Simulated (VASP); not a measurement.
# Cu: single point with HSE06

Cu:

```
Cu
1.0
     0.00000    1.84295    1.84295
     1.84295    0.00000    1.84295
     1.84295    1.84295    0.00000
Cu
1
Direct
  0.00000 0.00000 0.00000
```

- Program: VASP 6.6.1
- Task: single point
- Functional: HSE06
- Potentials or basis: VASP PAW PBE potentials, release 64 (Cu)
- Cutoff: 520 eV
- k mesh: 8 × 8 × 8
- Occupations: fermi-dirac, width 0.05 eV
- Spin: no spin polarisation

- Pressure: -4.1 GPa
- Band gap on the k mesh: zero (an odd number of electrons rules out a gap without spin polarisation)

Levels at points of the mesh, in eV from the Fermi level:
```tsv
k point	band 3	band 4	band 5	band 6	band 7	band 8	band 9	band 10
(0.00, 0.00, 0.00)	-3.88	-3.88	-3.13	-3.13	23.65	26.24	26.24	26.24
(0.50, 0.00, 0.00)	-3.94	-2.45	-2.45	-0.42	4.53	22.10	23.17	23.17
(0.50, 0.50, 0.00)	-2.56	-2.26	-2.26	2.38	8.06	14.24	14.24	18.74
```

Run time: 37 min on 1 thread of Intel(R) Xeon(R) Platinum 8259CL CPU @ 2.50GHz (Skylake/Cascade Lake), with other jobs on the host, peak memory 0.24 GiB.

Caveat: the k points lie up to 0.37 Å⁻¹ apart, too coarse for converged energies and pressures of a metal; the PAW data sets were made with another functional, which shifts forces and pressure a little.
